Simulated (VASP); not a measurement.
# TaN (I4/mmm) in VASP: notebook

The runs below take TaN through single point, with PBE.

Program: VASP 6.6.1. These are calculated values, not measurements. Logs are shortened: lines on timing, memory, paths and dates and some standing lists are left out, and cuts for length are marked.

## Step 1: The cell of the first run

Symmetry: I4/mmm, No. 139, tetragonal system. The conventional cell has a = 3.124 Å, b = 3.124 Å, c = 4.241 Å, α = 90.00°, β = 90.00°, γ = 90.00°. Within 2.8 Å of Ta (site symmetry 4/mmm) lie 6 N at 2.12 to 2.21 Å. Within 2.8 Å of N (site symmetry 4/mmm) lie 6 Ta at 2.12 to 2.21 Å.

## Step 2: Single point, PBE

Contents of INCAR:

```
SYSTEM = TaN
PREC = Accurate
ENCUT = 600
EDIFF = 1E-6
ISMEAR = 0
SIGMA = 0.15
LREAL = .FALSE.
LASPH = .TRUE.
NELM = 120
ALGO = Normal
ISIF = 2
LWAVE = .FALSE.
LCHARG = .FALSE.
GGA = PE
NBANDS = 15
GGA_COMPAT = .FALSE.
```

Contents of KPOINTS:

```
Automatic mesh
0
G
  20 20 20
  0 0 0
```

Contents of POSCAR:

```
TaN
1.0
    0.0000000000      2.2088530247      2.1204989037
    2.2088530247      0.0000000000      2.1204989037
    2.2088530247      2.2088530247      0.0000000000
Ta N
1 1
Direct
    0.5000000000      0.5000000000      0.5000000000
    0.0000000000      0.0000000000      0.0000000000
```

Potentials or basis: VASP PAW PBE potentials, release 64 (Ta_pv, N).

Run with:

```sh
$ cat potpaw_PBE.64/Ta_pv/POTCAR potpaw_PBE.64/N/POTCAR > POTCAR
$ mpirun -np 1 vasp_std > vasp.out
```

OUTCAR:

```text
SYSTEM = TaN
   PREC = Accurate
   ENCUT = 600
   EDIFF = 1E-6
   ISMEAR = 0
   LREAL = .FALSE.
   LASPH = .TRUE.
   NELM = 120
   ISIF = 2
   GGA = PE

 ion  position               nearest neighbor table
   1  0.500  0.500  0.500-   2 2.12   2 2.12   2 2.21   2 2.21   2 2.21   2 2.21
   2  0.000  0.000  0.000-   1 2.12   1 2.12   1 2.21   1 2.21   1 2.21   1 2.21

  LATTYP: Found a body centered tetragonal cell.
 ALAT       =     3.1237899048
 C/A-ratio  =     1.3576450199

  Lattice vectors:

 A1 = (   0.0000000000,  -2.2088530247,  -2.1204989037)
 A2 = (   0.0000000000,   2.2088530247,  -2.1204989037)
 A3 = (   2.2088530247,   0.0000000000,   2.1204989037)

Analysis of symmetry for initial positions (statically):
=====================================================================
 Subroutine PRICEL returns:
 Original cell was already a primitive cell.

 Routine SETGRP: Setting up the symmetry group for a
 body centered tetragonal supercell.

 Subroutine GETGRP returns: Found 16 space group operations
 (whereof 16 operations were pure point group operations)
 out of a pool of 16 trial point group operations.

The static configuration has the point symmetry D_4h.

Analysis of symmetry for dynamics (positions and initial velocities):
=====================================================================
 Subroutine PRICEL returns:
 Original cell was already a primitive cell.

 Routine SETGRP: Setting up the symmetry group for a
 body centered tetragonal supercell.

 Subroutine GETGRP returns: Found 16 space group operations
 (whereof 16 operations were pure point group operations)
 out of a pool of 16 trial point group operations.

The dynamic configuration has the point symmetry D_4h.

 Subroutine INISYM returns: Found 16 space group operations
 (whereof 16 operations are pure point group operations),
 and found     1 'primitive' translations

----------------------------------------------------------------------------------------

                                     Primitive cell

  volume of cell :      20.6920

  direct lattice vectors                    reciprocal lattice vectors
     0.000000000  2.208853025  2.120498904    -0.226361824  0.226361824  0.235793567
     2.208853025  0.000000000  2.120498904     0.226361824 -0.226361824  0.235793567
     2.208853025  2.208853025  0.000000000     0.226361824  0.226361824 -0.235793567

  length of vectors
     3.061951548  3.061951548  3.123789905     0.397590187  0.397590187  0.397590187

  position of ions in fractional coordinates (direct lattice)
     0.500000000  0.500000000  0.500000000
     0.000000000  0.000000000  0.000000000

  ion indices of the primitive-cell ions
   primitive index   ion index
                 1           1
                 2           2

----------------------------------------------------------------------------------------

 KPOINTS: Automatic mesh

Automatic generation of k-mesh.
 Grid dimensions read from file:
 generate k-points for:   20   20   20

 Generating k-lattice:

  Cartesian coordinates                     Fractional coordinates (reciprocal lattice)
    -0.011318091  0.011318091  0.011789678     0.050000000  0.000000000  0.000000000
     0.011318091 -0.011318091  0.011789678     0.000000000  0.050000000  0.000000000
     0.011318091  0.011318091 -0.011789678    -0.000000000 -0.000000000  0.050000000

  Length of vectors
     0.019879509  0.019879509  0.019879509

  Shift w.r.t. Gamma in fractional coordinates (k-lattice)
     0.000000000  0.000000000  0.000000000

 Subroutine IBZKPT returns following result:
 ===========================================

 Found    641 irreducible k-points:

 Following reciprocal coordinates:
            Coordinates               Weight
  0.000000  0.000000  0.000000      1.000000
  0.050000 -0.000000  0.000000      8.000000
  0.100000  0.000000  0.000000      8.000000
  0.150000  0.000000  0.000000      8.000000
  0.200000  0.000000  0.000000      8.000000
  0.250000  0.000000  0.000000      8.000000
[... 16 lines left out ...]
 -0.400000  0.050000  0.000000      8.000000
 -0.350000  0.050000  0.000000      8.000000
 [... further k-points ...]
   k-points           NKPTS =    641   k-points in BZ     NKDIM =    641   number of bands    NBANDS=     15
   number of dos      NEDOS =    301   number of ions     NIONS =      2
   total plane-waves  NPLWV =  16128
   dimension x,y,z NGX =    24 NGY =   24 NGZ =   28
   dimension x,y,z NGXF=    48 NGYF=   48 NGZF=   56
   ions per type =               1   1
   NGX,Y,Z   is equivalent  to a cutoff of  13.03, 13.03, 14.90 a.u.
   NGXF,Y,Z  is equivalent  to a cutoff of  26.06, 26.06, 29.80 a.u.
 SYSTEM =  TaN
   PREC   = accura    normal or accurate (medium, high low for compatibility)
   ISTART =      0    job   : 0-new  1-cont  2-samecut
   ICHARG =      2    charge: 1-file 2-atom 10-const
   ISPIN  =      1    spin polarized calculation?
   LNONCOLLINEAR =      F non collinear calculations
   LSORBIT =      F    spin-orbit coupling
   LASPH  =      T    aspherical Exc in radial PAW
   ENCUT  =  600.0 eV  44.10 Ry    6.64 a.u.   6.12  6.12  6.24*2*pi/ulx,y,z
   NELM   =    120;   NELMIN=  2; NELMDL= -5     # of ELM steps
   EDIFF  = 0.1E-05   stopping-criterion for ELM
   LREAL  =      F    real-space projection
   EDIFFG = 0.1E-04   stopping-criterion for IOM
   NSW    =      0    number of steps for IOM
   IBRION =     -1    ionic relax: 0-MD 1-quasi-New 2-CG
   NFREE  =      0    steps in history (QN), initial steepest desc. (CG)
   ISIF   =      2    stress and relaxation
   ISYM   =      2    0-nonsym 1-usesym 2-fastsym
   POTIM  = 0.5000    time-step for ionic-motion
   TEBEG  =    0.0;   TEEND  =   0.0 temperature during run
   PSTRESS=    0.0 pullay stress
   NELECT =      16.0000    total number of electrons
   NUPDOWN=      -1.0000    fix difference up-down
   EMIN   =  10.00;   EMAX   =-10.00  energy-range for DOS
   EFERMI =   0.00;   METHOD = LEGACY
   ISMEAR =     0;   SIGMA  =   0.15  broadening in eV -4-tet -1-fermi 0-gaus
   EFERMI_NEDOS =   21; number of points for ismear=-14 and -15
   IALGO  =     38    algorithm
   IMIX   =      4    mixing-type and parameters
     AMIX     =   0.40;   BMIX     =  1.00
     AMIX_MAG =   1.60;   BMIX_MAG =  1.00
  volume/ion in A,a.u.               =      10.35        69.82
  Fermi-wavevector in a.u.,A,eV,Ry     =   1.502615  2.839530 30.719922  2.257851
  Thomas-Fermi vector in A             =   2.613832
   LORBIT       =      0    0 simple, 1 ext, 2 COOP (PROOUT), +10 PAW based schemes
   GGA     = PE    functional components
   LHFCALC =     F    Hartree Fock is set to
   AEXX    =    0.0000 exact exchange contribution
   IVDW    =     0    specifies the selected vdW correction
   LEPSILON=     F    determine dielectric tensor
   LRPA    =     F    only Hartree local field effects (RPA)
 non-spin polarized calculation
 Gauss-broadening in eV      SIGMA  =   0.15
  energy-cutoff  :      600.00
  volume of cell :       20.69
 maximum number of plane-waves:       714
   NGX = 13   NGY = 13   NGZ = 13

 number of electron      16.0000000 magnetization

 Free energy of the ion-electron system (eV)
  ---------------------------------------------------
  ext. energy  EPLUGINS =         0.00000000
  ---------------------------------------------------
  free energy    TOTEN  =       -21.73962938 eV

  energy without entropy =      -21.73164433  energy(sigma->0) =      -21.73563686

 E-fermi :   9.8580     XC(G=0): -13.5864

 val. band max:        9.8496207616   @ k =   0.0000   0.0000   0.0000
 cond. band min:       9.8580328209   @ k =   0.2000  -0.0000   0.1500
 fundamental gap:      0.0084120593
 Fermi energy:         9.8579577275

 k-point     1 :       0.0000    0.0000    0.0000
  band No.  band energies     occupation
      1     -25.8640      2.00000
      2     -25.8640      2.00000
      3     -25.8437      2.00000
      4      -9.2408      2.00000
      5       5.8808      2.00000
      6       5.8808      2.00000
      7       6.0977      2.00000
      8       7.5237      2.00000
      9       7.5237      2.00000
     10       8.0185      2.00000
     11       9.6327      1.96627
     12       9.8496      1.06265
     13      12.0359      0.00000
     14      19.2951      0.00000
     15      22.2994      0.00000

 k-point     2 :       0.0500   -0.0000    0.0000
  band No.  band energies     occupation
      1     -25.8847      2.00000
      2     -25.8669      2.00000
      3     -25.8499      2.00000
      4      -9.1759      2.00000
      5       5.5539      2.00000
      6       5.6360      2.00000
      7       5.8346      2.00000
      8       7.6500      2.00000
      9       7.6916      2.00000
     10       8.1148      2.00000
     11       9.8927      0.74328
     12      10.1198      0.01357
     13      12.2309      0.00000
     14      19.4925      0.00000
     15      22.2993      0.00000

 k-point     3 :       0.1000    0.0000    0.0000
  band No.  band energies     occupation
      1     -25.9555      2.00000
      2     -25.8755      2.00000
      3     -25.8563      2.00000
      4      -8.9862      2.00000
      5       4.7990      2.00000
      6       5.0940      2.00000
      7       5.2762      2.00000
      8       7.9408      2.00000
      9       8.0011      2.00000
     10       8.3232      2.00000
     11      10.5634      0.00000
     12      10.8093      0.00000
     13      12.7598      0.00000
     14      20.0561      0.00000
     15      22.2991      0.00000

 k-point     4 :       0.1500    0.0000    0.0000
  band No.  band energies     occupation
      1     -26.0665      2.00000
      2     -25.8888      2.00000
      3     -25.8635      2.00000
      4      -8.6852      2.00000
      5       3.8922      2.00000
      6       4.4758      2.00000
      7       4.6343      2.00000
      8       8.3407      2.00000
      9       8.3425      2.00000
     10       8.5953      2.00000
     11      11.4641      0.00000
     12      11.7179      0.00000
     13      13.5002      0.00000
     14      20.8956      0.00000
     15      22.2988      0.00000
[... 307 lines left out ...]
 k-point    22 :      -0.4500    0.0500    0.0000
  band No.  band energies     occupation
      1     -26.7841      2.00000
      2     -25.9831      2.00000
      3     -25.9312      2.00000
      4      -6.1498      2.00000
      5      -0.5915      2.00000
      6       2.0907      2.00000
      7       2.1859      2.00000
      8      11.4226      0.00000
      9      11.7451      0.00000
     10      11.8319      0.00000
     11      14.2966      0.00000
     12      17.1626      0.00000
     13      17.7774      0.00000
     14      21.6363      0.00000
     15      22.3297      0.00000

 k-point    23 :      -0.4000    0.0500    0.0000
  band No.  band energies     occupation
      1     -26.7332      2.00000
      2     -25.9721      2.00000
      3     -25.9322      2.00000
      4      -6.4000      2.00000
      5      -0.2692      2.00000
      6       2.1812      2.00000
      7       2.3784      2.00000
      8      10.8339      0.00000
      9      11.3296      0.00000
     10      11.6364      0.00000
     11      14.7281      0.00000
     12      16.8619      0.00000
     13      17.1117      0.00000
     14      21.5946      0.00000
     15      22.3318      0.00000

 k-point    24 :      -0.3500    0.0500    0.0000
  band No.  band energies     occupation
      1     -26.6453      2.00000
      2     -25.9569      2.00000
      3     -25.9297      2.00000
      4      -6.7829      2.00000
      5       0.2556      2.00000
      6       2.3756      2.00000
      7       2.6782      2.00000
      8      10.1406      0.00771
      9      10.6779      0.00000
     10      11.3210      0.00000
     11      15.0527      0.00000
     12      16.2275      0.00000
     13      16.2278      0.00000
     14      21.7526      0.00000
     15      22.3369      0.00000

 [... further k-points ...]

------------------------ aborting loop because EDIFF is reached ----------------------------------------

  FORCE on cell =-STRESS in cart. coord.  units (eV):
  Direction    XX          YY          ZZ          XY          YZ          ZX
  --------------------------------------------------------------------------------------
  -------------------------------------------------------------------------------------
  Total        0.8438025      0.8438025      4.8732862      0.0000000     -0.0000000     -0.0000000
  in kB       65.3355765     65.3355765    377.3382314      0.0000000     -0.0000000     -0.0000000
  external PRESSURE =     169.3364615 kB  Pullay stress =       0.0000000 kB

 VOLUME and BASIS-vectors are now :
 -----------------------------------------------------------------------------
  energy-cutoff  :      600.00
  volume of cell :       20.69
      direct lattice vectors                 reciprocal lattice vectors
     0.000000000  2.208853025  2.120498904    -0.226361824  0.226361824  0.235793567
     2.208853025  0.000000000  2.120498904     0.226361824 -0.226361824  0.235793567
     2.208853025  2.208853025  0.000000000     0.226361824  0.226361824 -0.235793567

 POSITION                                       TOTAL-FORCE (eV/Angst)
 -----------------------------------------------------------------------------------
      2.20885      2.20885      2.12050        -0.000000      0.000000      0.000000
      0.00000      0.00000      0.00000         0.000000     -0.000000      0.000000
 -----------------------------------------------------------------------------------
    total drift:                                0.000000     -0.000000     -0.000000

  FREE ENERGIE OF THE ION-ELECTRON SYSTEM (eV)
  ---------------------------------------------------
  free  energy   TOTEN  =       -21.7396293848 eV

  energy  without entropy=      -21.7316443299  energy(sigma->0) =      -21.73563686
```

It took 79 s on 1 thread of Intel Xeon 6975P-C (Granite Rapids), shared host; peak memory 0.36 GiB.

Results:

```yaml
Free_energy: -21.7396 eV
Pressure: 16.9 GPa
Band_gap_on_the_k_mesh: zero (bands 8 and 9 overlap by 4.12 eV)
```

Stress tensor (GPa, compression positive):
```
 6.53  0.00  0.00
 0.00  6.53  0.00
 0.00  0.00 37.73
```

Levels at points of the mesh, in eV from the Fermi level:
```csv
k point,band 5,band 6,band 7,band 8,band 9,band 10,band 11,band 12
"(0.00, 0.00, 0.00)",-3.98,-3.98,-3.76,-2.33,-2.33,-1.84,-0.23,-0.01
"(0.50, 0.00, 0.00)",-10.61,-7.81,-7.79,1.78,2.17,2.18,3.90,7.31
"(0.50, 0.50, 0.00)",-6.38,-5.71,-4.85,-4.85,2.25,3.70,3.70,4.90
"(0.50, 0.00, 0.50)",-6.85,-5.62,-4.73,-4.52,2.08,3.42,3.95,4.90
```

Caveat: the stress differs along the axes, from 7 to 38 GPa; spin-orbit coupling is left out, which moves the levels of the heavy elements.

(Part 1 of 2 ends here.)
